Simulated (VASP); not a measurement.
Write the native input for VASP 6.6.1 that does the following.

```yaml
Task: single point
Functional: PBE
Potentials_or_basis: VASP PAW PBE potentials, release 64 (Au)
Cutoff: 520 eV
k_mesh: 9 × 9 × 13
Occupations: fermi-dirac, width 0.1 eV
Spin: no spin polarisation
Dipole_correction: no
Further_INCAR_settings: ALGO = Normal; EDIFF = 1e-06; NBANDS = 24
```

The structure of Au lies in POSCAR:

```
Au
1.0
    4.8629280672      0.0000000000      0.0000000000
   -2.4314640336      4.2114192430      0.0000000000
    0.0000000000      0.0000000000      2.9052217204
Au
3
Direct
    1.0000000000      1.0000000000      0.0000000000
    0.3333333333      0.6666666667      0.5000000000
    0.6666666667      0.3333333333      0.5000000000
```

This cell differs from its parent crystal: volume scaled by 1.08.

These files were run (other wordings do the same):

INCAR

```
ALGO     = Normal         # electronic algorithm
EDIFF    = 1E-6           # SCF threshold, eV
ENCUT    = 520            # plane-wave cutoff, eV
GGA      = PE             # functional
ISIF     = 2              # what is computed and relaxed
ISMEAR   = -1             # smearing method
LASPH    = T              # aspherical terms in the spheres
LCHARG   = T              # write CHGCAR
LELF     = T              # ELF
LREAL    = F              # projectors in reciprocal space
LVHAR    = T            
LWAVE    = F              # write WAVECAR
NBANDS   = 24             # bands
NELM     = 60             # most SCF steps
PREC     = Accurate       # precision mode
SIGMA    = 0.1            # smearing width, eV
```

KPOINTS

```
k-points
0
Gamma
  9 9 13
```

Potentials or basis: VASP PAW PBE potentials, release 64 (Au).

The run is started by

```bash
$ cat potpaw_PBE.64/Au/POTCAR > POTCAR
$ mpirun -np 1 vasp_std > vasp.out
```

Results of the run:

```yaml
Pressure: -8.2 GPa
```

It took 89 s on 1 thread of Intel Xeon 6975P-C, on a shared host, peak memory 0.24 GiB.
